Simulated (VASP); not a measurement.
## SnO: single point with PBEsol

The system is SnO.

```
CELL_PARAMETERS angstrom
3.80200 0.00950 0.00000
0.00950 3.80200 0.00000
0.00000 0.00000 4.83600
ATOMIC_POSITIONS crystal
Sn 0.00000 0.50000 0.23850
Sn 0.50000 0.00000 0.76150
O 0.00000 0.00000 0.00000
O 0.50000 0.50000 0.00000
```

This cell differs from its parent crystal: strain +0.0050 x Voigt [0, 0, 0, 0, 0, 1].

| Item | Value |
| --- | --- |
| Program | VASP 6.6.1 |
| Task | single point |
| Functional | PBEsol |
| Potentials or basis | VASP PAW PBE potentials, release 64 (Sn_d, O) |
| Cutoff | 520 eV |
| k mesh | 12 × 12 × 10 |
| Occupations | gaussian, width 0.15 eV |
| Spin | no spin polarisation |

* Pressure: 0.2 GPa
* Largest force: 0.146 eV/Å
* Band gap on the k mesh: zero (bands 20 and 21 overlap by 0.01 eV)

Forces on the atoms (eV/Å):
```
Sn   0.000  0.000  0.146
Sn   0.000  0.000 -0.146
O    0.000  0.000  0.000
O    0.000  0.000  0.000
```

Stress tensor (GPa, compression positive):
```
 0.32 -0.42  0.00
-0.42  0.32  0.00
 0.00  0.00 -0.11
```

Levels at points of the mesh, in eV from the Fermi level:
```csv
k point,band 17,band 18,band 19,band 20,band 21,band 22,band 23,band 24
"(0.00, 0.00, 0.00)",-3.61,-3.33,-3.26,-0.11,1.94,4.18,4.53,4.57
"(0.50, 0.00, 0.00)",-5.00,-5.00,-2.85,-2.85,3.04,3.04,5.78,5.78
"(0.50, 0.50, 0.00)",-2.65,-2.60,-2.01,-1.99,-0.10,-0.09,4.23,4.27
"(0.00, 0.00, 0.50)",-3.35,-3.28,-3.24,-2.35,1.48,2.78,2.81,3.53
"(0.50, 0.00, 0.50)",-4.96,-4.96,-1.86,-1.86,2.43,2.43,5.28,5.28
"(0.50, 0.50, 0.50)",-2.85,-2.79,-2.65,-2.60,2.19,2.20,3.87,3.89
```

It took 2.6 min on 1 thread of Intel(R) Xeon(R) 6975P-C (Granite Rapids), on a shared host, peak memory 0.47 GiB.

Caveat: the cell differs from its parent crystal (strain +0.0050 x Voigt [0, 0, 0, 0, 0, 1]); semilocal functionals underestimate gaps, so a narrow gap can read as zero; the PAW data sets were made with another functional, which shifts forces and pressure a little; spin-orbit coupling is left out, which moves the levels of the heavy elements.
